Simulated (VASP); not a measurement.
Here is a VASP 6.6.1 calculation.

INCAR

```
SYSTEM = TaO2
  ALGO = Normal
  EDIFF = 1E-6
  ENCUT = 600
  GGA = CA
  GGA_COMPAT = .False.
  ISIF = 2
  ISMEAR = 0
  LASPH = .True.
  LCHARG = .False.
  LREAL = .False.
  LWAVE = .False.
  NBANDS = 32
  NELM = 120
  PREC = Accurate
  SIGMA = 0.15
```

File KPOINTS:

```
k-points
0
Gamma
  10 10 16
  0 0 0
```

POSCAR

```
TaO2
1.0
    4.8219423591      0.0000000000      0.0000000000
    0.0000000000      4.8219423591      0.0000000000
    0.0000000000      0.0000000000      3.0199824995
Ta O
2 4
Direct
    0.0000000000      0.0000000000      0.5000000000
    0.5000000000      0.5000000000      0.0000000000
    0.7128899085      0.2871100915      0.5000000000
    0.2871100915      0.7128899085      0.5000000000
    0.2128899085      0.2128899085      0.0000000000
    0.7871100915      0.7871100915      0.0000000000
```

Potentials or basis: VASP PAW LDA potentials, release 64 (Ta_pv, O).

Launch:

```sh
$ cat potpaw_LDA.64/Ta_pv/POTCAR potpaw_LDA.64/O/POTCAR > POTCAR
$ mpirun -np 1 vasp_std > vasp.out
```

Predict the largest force.

0.970 eV/Å.

What does it give for the band gap on the k mesh?

Zero (bands 23 and 24 overlap by 2.57 eV).

Predict the pressure.

-5.2 GPa.

Forces on the atoms (eV/Å):
```
Ta   0.000  0.000  0.000
Ta   0.000  0.000  0.000
O   -0.686  0.686  0.000
O    0.686 -0.686  0.000
O   -0.686 -0.686  0.000
O    0.686  0.686  0.000
```

Caveat: the stress differs along the axes, from -19 to 2 GPa; spin-orbit coupling is left out, which moves the levels of the heavy elements.
